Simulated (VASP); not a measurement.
**Ga3Se: single point with PBEsol**

Ga3Se:

```
CELL_PARAMETERS angstrom
3.88416 0.00000 0.00000
0.00000 3.88416 0.00000
0.00000 0.00000 3.88416
ATOMIC_POSITIONS crystal
Se 0.00000 0.00000 0.00000
Ga 0.50000 0.50000 0.00000
Ga 0.50000 0.00000 0.50000
Ga 0.00000 0.50000 0.50000
```

```yaml
Program: VASP 6.6.1
Task: single point
Functional: PBEsol
Potentials_or_basis: VASP PAW PBE potentials, release 64 (Se, Ga_d)
Cutoff: 520 eV
k_mesh: 6 × 6 × 6
Occupations: fermi-dirac, width 0.05 eV
Spin: no spin polarisation
Dipole_correction: no
Further_INCAR_settings: ALGO = Normal; EDIFF = 1e-06; NBANDS = 30
```

| Quantity | Value |
| --- | --- |
| Pressure | 30.4 GPa |
| Band gap on the k mesh | zero (an odd number of electrons rules out a gap without spin polarisation) |

Levels at points of the mesh, in eV from the Fermi level:
```csv
k point,band 21,band 22,band 23,band 24,band 25,band 26
"(0.00, 0.00, 0.00)",-2.56,-2.56,2.13,2.13,2.13,5.37
"(0.50, 0.00, 0.00)",-1.47,-1.21,-1.21,-0.73,0.12,5.58
"(0.50, 0.50, 0.00)",-1.24,0.19,0.19,1.21,1.21,2.00
"(0.50, 0.50, 0.50)",-5.72,-5.72,-5.48,6.10,6.10,6.10
```

Wall time 53 s on 1 thread of Intel Xeon 8259CL, on a shared host, peak memory 0.18 GiB.

Caveat: the cell stands under pressure; the PAW data sets were made with another functional, which shifts forces and pressure a little.
